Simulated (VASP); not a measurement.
Write the native input for VASP 6.6.1 that does the following.

```yaml
Task: single point
Functional: PBE
Potentials_or_basis: VASP PAW PBE potentials, release 64 (Si, Se)
Cutoff: 520 eV
k_mesh: 18 × 18 × 16
Occupations: gaussian, width 0.1 eV
Spin: no spin polarisation
Dipole_correction: no
Further_INCAR_settings: ALGO = Normal; EDIFF = 1e-07; NBANDS = 12
```

The structure of SiSe lies in POSCAR:

```
SiSe
1.0
    3.5951992415      0.0000000000      0.0000000000
   -1.7975996207      3.1135338748      0.0000000000
    0.0000000000      0.0000000000      3.5987331310
Si Se
1 1
Direct
    0.6666666667      0.3333333333      0.5000000000
    0.0000000000      0.0000000000      0.0000000000
```

The input as run:

INCAR

```
SYSTEM = SiSe
ALGO = Normal
EDIFF = 1E-7
ENCUT = 520
GGA = PE
ISIF = 2
ISMEAR = 0
LASPH = .TRUE.
LCHARG = .TRUE.
LELF = .TRUE.
LREAL = .FALSE.
LVHAR = .TRUE.
LWAVE = .FALSE.
NBANDS = 12
NELM = 80
PREC = Accurate
SIGMA = 0.1
```

KPOINTS

```
k-points
0
G
  18 18 16
  0 0 0
```

Potentials or basis: VASP PAW PBE potentials, release 64 (Si, Se).

The run is started by

```bash
$ cat potpaw_PBE.64/Si/POTCAR potpaw_PBE.64/Se/POTCAR > POTCAR
$ mpirun -np 1 vasp_std > vasp.out
```

Results of the run:

```json
{"Pressure": "0.0 GPa", "Band gap on the k mesh": "zero (band 5 reaches 7.67 eV, above the bottom of band 6 at 4.19 eV)"}
```

Run time: 5.7 min on 1 thread of AMD EPYC 7R13, with other jobs on the host, peak memory 0.26 GiB.
